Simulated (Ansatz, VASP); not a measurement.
# Sn in VASP and in Ansatz

```
Sn
1.0
     0.00000    3.24953    3.24953
     3.24953    0.00000    3.24953
     3.24953    3.24953    0.00000
Sn
2
Cartesian
  3.2495 3.2495 3.2495
  4.8743 4.8743 4.8743
```

Alike in both runs: task single point; functional PBEsol; k mesh 12 × 12 × 12; occupations fermi-dirac, width 0.15 eV; no spin polarisation.

|  | VASP | Ansatz |
| --- | --- | --- |
| version | VASP 6.6.1 | Ansatz 0.2.0 |
| potentials or method | VASP PAW PBE potentials, release 64 (Sn_d), cutoff 520 eV | scalar-relativistic, plane waves, PAW |
| valence electrons in the cell | 28 | 28 |

|  | VASP | Ansatz | Ansatz less VASP |
| --- | --- | --- | --- |
| gap on the k mesh at the Fermi level (eV) | none | none | - |
| pressure (GPa) | 0.8 | 0.9 | +0.07 |

VASP's potentials were made for PBE, not for PBEsol. A gap of «none» marks a metal or a gap that the smearing closes. With one functional, cell and mesh, what is left measures potentials, basis and numerics.
